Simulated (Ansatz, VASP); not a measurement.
# Si2Ni: VASP beside Ansatz

```
CELL_PARAMETERS angstrom
0.00000 2.70300 2.70300
2.70300 0.00000 2.70300
2.70300 2.70300 0.00000
ATOMIC_POSITIONS crystal
Ni 0.00000 0.00000 0.00000
Si 0.75000 0.75000 0.75000
Si 0.25000 0.25000 0.25000
```

Alike in both runs: task single point; functional PBE; k mesh 7 × 7 × 7; occupations fermi-dirac, width 0.05 eV; collinear spin; fixed moment 0.8 μB.

|  | VASP | Ansatz |
| --- | --- | --- |
| version | VASP 6.6.1 | Ansatz 0.2.0 |
| potentials or method | VASP PAW PBE potentials, release 64 (Ni_sv_GW, Si) | Ansatz PAW |
| plane-wave cutoff (eV) | 690 | 420 |
| valence electrons in the cell | 26 | 26 |

VASP gave:

| Quantity | Value |
| --- | --- |
| pressure (GPa) | 5.2 |
| net moment per atom (μB) | 0.27 |
| size of the moment on the site where the two differ most (μB) | 0.10 |

Question: Estimate Ansatz's values.

Answer: Pressure (GPa): 6.0; net moment per atom (μB): 0.27; size of the moment on the site where the two differ most (μB): 0.11.

Site moments also hang on the region over which each program counts them. With one functional, cell and mesh, what is left measures potentials, basis and numerics.
